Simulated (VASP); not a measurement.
# ZrC (P6_3mc) in VASP: further runs

The runs below take ZrC through single point, with PBE.

Program: VASP 6.6.1. These are calculated values, not measurements. Logs are shortened: lines on timing, memory, paths and dates and some standing lists are left out, and cuts for length are marked.

## 1. The cell of the first run

The structure is hexagonal, space group P6_3mc (No. 186). Conventional cell: a = 3.858 Å, b = 3.858 Å, c = 4.694 Å, α = 90.00°, β = 90.00°, γ = 120.00°. Within 2.9 Å of Zr (site symmetry 3m) lie 5 C at 2.23 to 2.40 Å. Within 2.9 Å of C (site symmetry 3m) lie 5 Zr at 2.23 to 2.40 Å.

## 2. Single point, PBE (15.12 Å³/atom)

INCAR

```
  ALGO = Normal
  EDIFF = 1E-6
  ENCUT = 520
  GGA = PE
  ISIF = 2
  ISMEAR = 0
  LASPH = True
  LCHARG = True
  LELF = True
  LREAL = False
  LVHAR = True
  LWAVE = False
  NBANDS = 24
  NELM = 80
  PREC = Accurate
  SIGMA = 0.05
```

KPOINTS

```
k-points
0
Gamma
  12 12 6
```

POSCAR

```
ZrC
1.0
    3.8577455117      0.0000000000      0.0000000000
   -1.9288727559      3.3409056145      0.0000000000
    0.0000000000      0.0000000000      4.6937641688
Zr C
2 2
Direct
    0.6666666667      0.3333333333      0.0680627135
    0.3333333333      0.6666666667      0.5680627135
    0.6666666667      0.3333333333      0.5571372865
    0.3333333333      0.6666666667      0.0571372865
```

Potentials or basis: VASP PAW PBE potentials, release 64 (Zr_sv, C).

Run with:

```
cat potpaw_PBE.64/Zr_sv/POTCAR potpaw_PBE.64/C/POTCAR > POTCAR
mpirun -np 1 vasp_std > vasp.out
```

OUTCAR:

```text
EDIFF = 1E-6
   ENCUT = 520
   GGA = PE
   ISIF = 2
   ISMEAR = 0
   LASPH = True
   LREAL = False
   NELM = 80
   PREC = Accurate

 ion  position               nearest neighbor table
   1  0.667  0.333  0.068-   4 2.23   4 2.23   4 2.23   3 2.30   3 2.40   2 3.24   2 3.24   2 3.24
                             2 3.24   2 3.24   2 3.24
   2  0.333  0.667  0.568-   3 2.23   3 2.23   3 2.23   4 2.30   4 2.40   1 3.24   1 3.24   1 3.24
                             1 3.24   1 3.24   1 3.24
   3  0.667  0.333  0.557-   2 2.23   2 2.23   2 2.23   1 2.30   1 2.40
   4  0.333  0.667  0.057-   1 2.23   1 2.23   1 2.23   2 2.30   2 2.40

  LATTYP: Found a hexagonal cell.
 ALAT       =     3.8577455117
 C/A-ratio  =     1.2167117179

  Lattice vectors:

 A1 = (   3.8577455117,   0.0000000000,   0.0000000000)
 A2 = (  -1.9288727559,   3.3409056145,   0.0000000000)
 A3 = (   0.0000000000,   0.0000000000,   4.6937641688)

Analysis of symmetry for initial positions (statically):
=====================================================================
 Subroutine PRICEL returns:
 Original cell was already a primitive cell.

 Routine SETGRP: Setting up the symmetry group for a
 hexagonal supercell.

 Subroutine GETGRP returns: Found 12 space group operations
 (whereof  6 operations were pure point group operations)
 out of a pool of 24 trial point group operations.

The static configuration has the point symmetry C_3v.
 The point group associated with its full space group is C_6v.

Analysis of symmetry for dynamics (positions and initial velocities):
=====================================================================
 Subroutine PRICEL returns:
 Original cell was already a primitive cell.

 Routine SETGRP: Setting up the symmetry group for a
 hexagonal supercell.

 Subroutine GETGRP returns: Found 12 space group operations
 (whereof  6 operations were pure point group operations)
 out of a pool of 24 trial point group operations.

The dynamic configuration has the point symmetry C_3v.
 The point group associated with its full space group is C_6v.

 Subroutine INISYM returns: Found 12 space group operations
 (whereof  6 operations are pure point group operations),
 and found     1 'primitive' translations

----------------------------------------------------------------------------------------

                                     Primitive cell

  volume of cell :      60.4949

  direct lattice vectors                    reciprocal lattice vectors
     3.857745512  0.000000000  0.000000000     0.259218758  0.149660020  0.000000000
    -1.928872756  3.340905615  0.000000000     0.000000000  0.299320039  0.000000000
     0.000000000  0.000000000  4.693764169     0.000000000  0.000000000  0.213048625

  length of vectors
     3.857745512  3.857745512  4.693764169     0.299320039  0.299320039  0.213048625

  position of ions in fractional coordinates (direct lattice)
     0.666666667  0.333333333  0.068062713
     0.333333333  0.666666667  0.568062713
     0.666666667  0.333333333  0.557137287
     0.333333333  0.666666667  0.057137287

  ion indices of the primitive-cell ions
   primitive index   ion index
                 1           1
                 2           2
                 3           3
                 4           4

----------------------------------------------------------------------------------------

 KPOINTS: k-points

Automatic generation of k-mesh.
 Grid dimensions read from file:
 generate k-points for:   12   12    6

 Generating k-lattice:

  Cartesian coordinates                     Fractional coordinates (reciprocal lattice)
     0.021601563  0.012471668  0.000000000     0.083333333  0.000000000  0.000000000
     0.000000000  0.024943337  0.000000000     0.000000000  0.083333333  0.000000000
     0.000000000  0.000000000  0.035508104     0.000000000  0.000000000  0.166666667

  Length of vectors
     0.024943337  0.024943337  0.035508104

  Shift w.r.t. Gamma in fractional coordinates (k-lattice)
     0.000000000  0.000000000  0.000000000

 Subroutine IBZKPT returns following result:
 ===========================================

 Found     76 irreducible k-points:

 Following reciprocal coordinates:
            Coordinates               Weight
  0.000000  0.000000  0.000000      1.000000
  0.083333 -0.000000  0.000000      6.000000
  0.166667  0.000000  0.000000      6.000000
  0.250000  0.000000  0.000000      6.000000
  0.333333 -0.000000  0.000000      6.000000
  0.416667 -0.000000  0.000000      6.000000
[... 16 lines left out ...]
  0.250000  0.000000  0.166667     12.000000
  0.333333 -0.000000  0.166667     12.000000
 [... further k-points ...]
   k-points           NKPTS =     76   k-points in BZ     NKDIM =     76   number of bands    NBANDS=     24
   number of dos      NEDOS =    301   number of ions     NIONS =      4
   total plane-waves  NPLWV =  32400
   dimension x,y,z NGX =    30 NGY =   30 NGZ =   36
   dimension x,y,z NGXF=    60 NGYF=   60 NGZF=   72
   ions per type =               2   2
   NGX,Y,Z   is equivalent  to a cutoff of  12.93, 12.93, 12.75 a.u.
   NGXF,Y,Z  is equivalent  to a cutoff of  25.86, 25.86, 25.50 a.u.
 SYSTEM =  unknown system
   PREC   = accura    normal or accurate (medium, high low for compatibility)
   ISTART =      0    job   : 0-new  1-cont  2-samecut
   ICHARG =      2    charge: 1-file 2-atom 10-const
   ISPIN  =      1    spin polarized calculation?
   LNONCOLLINEAR =      F non collinear calculations
   LSORBIT =      F    spin-orbit coupling
   LASPH  =      T    aspherical Exc in radial PAW
   ENCUT  =  520.0 eV  38.22 Ry    6.18 a.u.   7.17  7.17  8.73*2*pi/ulx,y,z
   NELM   =     80;   NELMIN=  2; NELMDL= -5     # of ELM steps
   EDIFF  = 0.1E-05   stopping-criterion for ELM
   LREAL  =      F    real-space projection
   EDIFFG = 0.1E-04   stopping-criterion for IOM
   NSW    =      0    number of steps for IOM
[... 5 lines left out ...]
   TEBEG  =    0.0;   TEEND  =   0.0 temperature during run
   PSTRESS=    0.0 pullay stress
   NELECT =      32.0000    total number of electrons
   NUPDOWN=      -1.0000    fix difference up-down
   EMIN   =  10.00;   EMAX   =-10.00  energy-range for DOS
   EFERMI =   0.00;   METHOD = LEGACY
   ISMEAR =     0;   SIGMA  =   0.05  broadening in eV -4-tet -1-fermi 0-gaus
   EFERMI_NEDOS =   21; number of points for ismear=-14 and -15
   IALGO  =     38    algorithm
   IMIX   =      4    mixing-type and parameters
     AMIX     =   0.40;   BMIX     =  1.00
     AMIX_MAG =   1.60;   BMIX_MAG =  1.00
  volume/ion in A,a.u.               =      15.12       102.06
  Fermi-wavevector in a.u.,A,eV,Ry     =   1.323991  2.501981 23.850374  1.752953
  Thomas-Fermi vector in A             =   2.453559
   LORBIT       =      0    0 simple, 1 ext, 2 COOP (PROOUT), +10 PAW based schemes
   GGA     = PE    functional components
   LHFCALC =     F    Hartree Fock is set to
   AEXX    =    0.0000 exact exchange contribution
   IVDW    =     0    specifies the selected vdW correction
   LEPSILON=     F    determine dielectric tensor
   LRPA    =     F    only Hartree local field effects (RPA)
 non-spin polarized calculation
 Gauss-broadening in eV      SIGMA  =   0.05
  energy-cutoff  :      520.00
  volume of cell :       60.49
 maximum number of plane-waves:      1652
 NGX is ok and might be reduce to    30
   NGX = 15   NGY = 15   NGZ = 17

 number of electron      32.0000000 magnetization

 Free energy of the ion-electron system (eV)
  ---------------------------------------------------
  ext. energy  EPLUGINS =         0.00000000
  ---------------------------------------------------
  free energy    TOTEN  =       -37.85737308 eV

  energy without entropy =      -37.85667169  energy(sigma->0) =      -37.85702239

 E-fermi :   7.6114     XC(G=0): -11.1131

 val. band max:        7.5832511562   @ k =   0.2500   0.1667   0.0000
 cond. band min:       7.6283450514   @ k =   0.2500   0.2500   0.0000
 fundamental gap:      0.0450938952
 Fermi energy:         7.6114168744

 k-point     1 :       0.0000    0.0000    0.0000
  band No.  band energies     occupation
      1     -40.3985      2.00000
      2     -40.2588      2.00000
      3     -18.7881      2.00000
      4     -18.5400      2.00000
      5     -18.5400      2.00000
      6     -18.2899      2.00000
[... 16 lines left out ...]
     23      15.1663      0.00000
     24      16.1422      0.00000

 k-point     2 :       0.0833   -0.0000    0.0000
  band No.  band energies     occupation
      1     -40.3957      2.00000
      2     -40.2602      2.00000
      3     -18.7763      2.00000
      4     -18.5510      2.00000
      5     -18.5471      2.00000
      6     -18.3059      2.00000
[... 16 lines left out ...]
     23      15.3035      0.00000
     24      15.5912      0.00000

 k-point     3 :       0.1667    0.0000    0.0000
  band No.  band energies     occupation
      1     -40.3876      2.00000
      2     -40.2644      2.00000
      3     -18.7419      2.00000
      4     -18.5810      2.00000
      5     -18.5660      2.00000
      6     -18.3489      2.00000
[... 16 lines left out ...]
     23      14.6093      0.00000
     24      14.8198      0.00000

 k-point     4 :       0.2500    0.0000    0.0000
  band No.  band energies     occupation
      1     -40.3755      2.00000
      2     -40.2713      2.00000
      3     -18.6890      2.00000
      4     -18.6219      2.00000
      5     -18.5905      2.00000
      6     -18.4064      2.00000
[... 16 lines left out ...]
     23      13.7225      0.00000
     24      13.9304      0.00000

 k-point     5 :       0.3333   -0.0000    0.0000
  band No.  band energies     occupation
      1     -40.3610      2.00000
      2     -40.2804      2.00000
      3     -18.6651      2.00000
      4     -18.6222      2.00000
      5     -18.6138      2.00000
      6     -18.4623      2.00000
[... 16 lines left out ...]
     23      12.9841      0.00000
     24      13.1566      0.00000

 k-point     6 :       0.4167   -0.0000    0.0000
  band No.  band energies     occupation
      1     -40.3476      2.00000
      2     -40.2899      2.00000
      3     -18.6951      2.00000
      4     -18.6303      2.00000
      5     -18.5597      2.00000
      6     -18.5022      2.00000
[... 16 lines left out ...]
     23      13.1894      0.00000
     24      13.4582      0.00000
[... 379 lines left out ...]
 k-point    21 :       0.0833   -0.0000    0.1667
  band No.  band energies     occupation
      1     -40.3867      2.00000
      2     -40.2694      2.00000
      3     -18.7434      2.00000
      4     -18.5299      2.00000
      5     -18.5257      2.00000
      6     -18.3315      2.00000
[... 16 lines left out ...]
     23      14.4791      0.00000
     24      15.6253      0.00000

 k-point    22 :       0.1667    0.0000    0.1667
  band No.  band energies     occupation
      1     -40.3794      2.00000
      2     -40.2727      2.00000
      3     -18.7420      2.00000
      4     -18.5475      2.00000
      5     -18.5274      2.00000
      6     -18.3928      2.00000
[... 16 lines left out ...]
     23      14.6207      0.00000
     24      14.8701      0.00000

 k-point    23 :       0.2500    0.0000    0.1667
  band No.  band energies     occupation
      1     -40.3685      2.00000
      2     -40.2783      2.00000
      3     -18.7496      2.00000
      4     -18.5704      2.00000
      5     -18.5209      2.00000
      6     -18.4626      2.00000
[... 16 lines left out ...]
     23      13.7656      0.00000
     24      13.8824      0.00000

 k-point    24 :       0.3333   -0.0000    0.1667
  band No.  band energies     occupation
      1     -40.3556      2.00000
      2     -40.2858      2.00000
      3     -18.7665      2.00000
      4     -18.5922      2.00000
      5     -18.5533      2.00000
      6     -18.4699      2.00000
[... 16 lines left out ...]
     23      13.2485      0.00000
     24      13.6349      0.00000

 [... further k-points ...]

------------------------ aborting loop because EDIFF is reached ----------------------------------------

  FORCE on cell =-STRESS in cart. coord.  units (eV):
  Direction    XX          YY          ZZ          XY          YZ          ZX
  --------------------------------------------------------------------------------------
  -------------------------------------------------------------------------------------
  Total        1.4359136      1.4359136      1.4476353     -0.0000000      0.0000000      0.0000000
  in kB       38.0294322     38.0294322     38.3398769     -0.0000000      0.0000000      0.0000000
  external PRESSURE =      38.1329138 kB  Pullay stress =       0.0000000 kB

 VOLUME and BASIS-vectors are now :
 -----------------------------------------------------------------------------
  energy-cutoff  :      520.00
  volume of cell :       60.49
      direct lattice vectors                 reciprocal lattice vectors
     3.857745512  0.000000000  0.000000000     0.259218758  0.149660020  0.000000000
    -1.928872756  3.340905615  0.000000000     0.000000000  0.299320039  0.000000000
     0.000000000  0.000000000  4.693764169     0.000000000  0.000000000  0.213048625

 POSITION                                       TOTAL-FORCE (eV/Angst)
 -----------------------------------------------------------------------------------
      1.92887      1.11364      0.31947        -0.000000     -0.000000     -0.007754
     -0.00000      2.22727      2.66635         0.000000      0.000000     -0.007754
      1.92887      1.11364      2.61507         0.000000     -0.000000      0.007754
     -0.00000      2.22727      0.26819        -0.000000      0.000000      0.007754
 -----------------------------------------------------------------------------------
    total drift:                                0.000000     -0.000000     -0.000240

  FREE ENERGIE OF THE ION-ELECTRON SYSTEM (eV)
  ---------------------------------------------------
  free  energy   TOTEN  =       -37.8573730803 eV

  energy  without entropy=      -37.8566716936  energy(sigma->0) =      -37.85702239
```

It took 2.4 min on 1 thread of Intel Xeon 8259CL, shared host; peak memory 0.24 GiB.

Results:

```
Free energy            : -37.8574 eV
Pressure               : 3.8 GPa
Largest force          : 0.008 eV/Å
Band gap on the k mesh : zero (bands 16 and 17 overlap by 1.15 eV)
```

Forces in eV/Å, atoms in the order of the input:
```
Zr   0.000  0.000 -0.008
Zr   0.000  0.000 -0.008
C    0.000  0.000  0.008
C    0.000  0.000  0.008
```

Levels at points of the mesh, in eV from the Fermi level:
```
           k point  band 13  band 14  band 15  band 16  band 17  band 18  band 19  band 20
(0.00, 0.00, 0.00)    -2.41    -2.41    -1.39     1.12     1.12     1.15     2.44     4.30
(0.50, 0.00, 0.00)    -1.43    -1.33    -0.99    -0.35     0.29     1.81     2.94     3.66
(0.00, 0.00, 0.50)    -2.95    -2.95    -2.84    -2.84     3.86     3.86     3.86     3.86
(0.50, 0.00, 0.50)    -2.17    -2.17    -1.36    -1.36     2.47     2.47     3.26     3.26
```

Caveat: the cell stands under pressure.

## 3. Single point, PBE

This run uses another cell than the first one, of 15.43 Å³/atom.

INCAR

```
ALGO = Normal
EDIFF = 1E-6
ENCUT = 520
GGA = PE
ISIF = 2
ISMEAR = 0
LASPH = T
LCHARG = F
LREAL = F
LWAVE = F
NBANDS = 24
NELM = 80
PREC = Accurate
SIGMA = 0.05
```

KPOINTS is that of step 2.

POSCAR

```
ZrC
1.0
    3.8868520451      0.0000000000      0.0000000000
   -1.9434260226      3.3661126118      0.0000000000
    0.0000000000      0.0000000000      4.7180910788
Zr C
2 2
Direct
    0.6666666667      0.3333333333      0.0681625387
    0.3333333333      0.6666666667      0.5681625387
    0.6666666667      0.3333333333      0.5570374613
    0.3333333333      0.6666666667      0.0570374613
```

Potentials or basis: VASP PAW PBE potentials, release 64 (Zr_sv, C).

Run with:

```
cat potpaw_PBE.64/Zr_sv/POTCAR potpaw_PBE.64/C/POTCAR > POTCAR
mpirun -np 1 vasp_std > vasp.out
```

OUTCAR:

```text
EDIFF = 1E-6
   ENCUT = 520
   GGA = PE
   ISIF = 2
   ISMEAR = 0
   LASPH = T
   LREAL = F
   NELM = 80
   PREC = Accurate

 ion  position               nearest neighbor table
   1  0.667  0.333  0.068-   4 2.24   4 2.24   4 2.24   3 2.31   3 2.41   2 3.26   2 3.26   2 3.26
                             2 3.26   2 3.26   2 3.26
   2  0.333  0.667  0.568-   3 2.24   3 2.24   3 2.24   4 2.31   4 2.41   1 3.26   1 3.26   1 3.26
                             1 3.26   1 3.26   1 3.26
[... 853 lines left out ...]
  FORCE on cell =-STRESS in cart. coord.  units (eV):
  Direction    XX          YY          ZZ          XY          YZ          ZX
  --------------------------------------------------------------------------------------
  -------------------------------------------------------------------------------------
  Total        0.0651448      0.0651448      0.0939293     -0.0000000      0.0000000      0.0000000
  in kB        1.6908191      1.6908191      2.4379157     -0.0000000      0.0000000      0.0000000
  external PRESSURE =       1.9398513 kB  Pullay stress =       0.0000000 kB

 VOLUME and BASIS-vectors are now :
 -----------------------------------------------------------------------------
  energy-cutoff  :      520.00
  volume of cell :       61.73
      direct lattice vectors                 reciprocal lattice vectors
     3.886852045  0.000000000  0.000000000     0.257277609  0.148539297  0.000000000
    -1.943426023  3.366112612  0.000000000     0.000000000  0.297078593  0.000000000
     0.000000000  0.000000000  4.718091079     0.000000000  0.000000000  0.211950126

 POSITION                                       TOTAL-FORCE (eV/Angst)
 -----------------------------------------------------------------------------------
      1.94343      1.12204      0.32160        -0.000000      0.000000     -0.001207
     -0.00000      2.24408      2.68064        -0.000000     -0.000000     -0.001207
      1.94343      1.12204      2.62815         0.000000      0.000000      0.001207
     -0.00000      2.24408      0.26911        -0.000000     -0.000000      0.001207
 -----------------------------------------------------------------------------------
    total drift:                                0.000000      0.000000     -0.000082

  FREE ENERGIE OF THE ION-ELECTRON SYSTEM (eV)
  ---------------------------------------------------
  free  energy   TOTEN  =       -37.8730306155 eV

  energy  without entropy=      -37.8722495006  energy(sigma->0) =      -37.87264006
```

OSZICAR:

```text
N       E                     dE             d eps       ncg     rms          rms(c)
DAV:   1     0.260674288697E+03    0.26067E+03   -0.16752E+04  3648   0.131E+03
DAV:   2    -0.237565454731E+02   -0.28443E+03   -0.26853E+03  4424   0.371E+02
DAV:   3    -0.450783115442E+02   -0.21322E+02   -0.21122E+02  6448   0.817E+01
DAV:   4    -0.461414136703E+02   -0.10631E+01   -0.10624E+01  4608   0.168E+01
DAV:   5    -0.461825213256E+02   -0.41108E-01   -0.41106E-01  5632   0.248E+00    0.287E+01
DAV:   6    -0.379667454695E+02    0.82158E+01   -0.41216E+01  4272   0.303E+01    0.970E+00
DAV:   7    -0.378775603467E+02    0.89185E-01   -0.29092E+00  5360   0.798E+00    0.715E+00
DAV:   8    -0.378883704540E+02   -0.10810E-01   -0.28224E-01  4272   0.323E+00    0.864E-01
DAV:   9    -0.378724926334E+02    0.15878E-01   -0.81280E-02  4800   0.117E+00    0.417E-01
DAV:  10    -0.378729631203E+02   -0.47049E-03   -0.52765E-03  4376   0.543E-01    0.147E-01
DAV:  11    -0.378730370695E+02   -0.73949E-04   -0.39156E-04  5464   0.143E-01    0.242E-02
DAV:  12    -0.378730302228E+02    0.68468E-05   -0.32449E-05  4488   0.461E-02    0.135E-02
DAV:  13    -0.378730306155E+02   -0.39275E-06   -0.26691E-06  4184   0.133E-02
   1 F= -.37873031E+02 E0= -.37872640E+02  d E =-.781115E-03
```

stdout:

```text
POSCAR found type information on POSCAR ZrC
 POSCAR found :  2 types and       4 ions
 scaLAPACK will be used
 LDA part: xc-table for (Slater+PW92), standard interpolation
 POSCAR, INCAR and KPOINTS ok, starting setup
 FFT: planning ... GRIDC
 FFT: planning ... GRID_SOFT
 FFT: planning ... GRID
 WAVECAR not read
 entering main loop
```

Run time: 2.2 min. Hardware: 1 thread of Intel Xeon 8259CL, shared host; peak memory 0.24 GiB.

Results:

```
Free energy            : -37.8730 eV
Pressure               : 0.2 GPa
Band gap on the k mesh : zero (bands 16 and 17 overlap by 1.12 eV)
```

The gap in the log of VASP goes by the Fermi energy; the results here count the filled bands.